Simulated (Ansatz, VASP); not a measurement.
**Two plane-wave programs on SrTe**

```xyz
2
Lattice="0.0000 3.3527 3.3527 3.3527 0.0000 3.3527 3.3527 3.3527 0.0000" Properties=species:S:1:pos:R:3 pbc="T T T"
Sr    0.0000    0.0000    0.0000
Te    3.3527    3.3527    3.3527
```

Alike in both runs: task single point; functional r2SCAN; k mesh 6 × 6 × 6; no spin polarisation.

```csv
,VASP,Ansatz
version,VASP 6.6.1,Ansatz 0.2.0
potentials or method,"VASP PAW PBE potentials, release 64 (Sr_sv, Te)","plane waves, PAW"
plane-wave cutoff (eV),550,500
occupations,"gaussian, width 0.01 eV",fixed
valence electrons in the cell,16,26
```

Ansatz gave:

- gap on the k mesh at the Fermi level (eV): 2.17
- pressure (GPa): 0.0

Which values does VASP return?

gap on the k mesh at the Fermi level (eV): 2.14; pressure (GPa): 0.1.

VASP's potentials were made for PBE, not for r2SCAN. VASP's potentials hold 16 valence electrons a cell and Ansatz's 26, so a difference there can come from the potentials and not from the codes.

Neither program's run includes spin-orbit coupling.
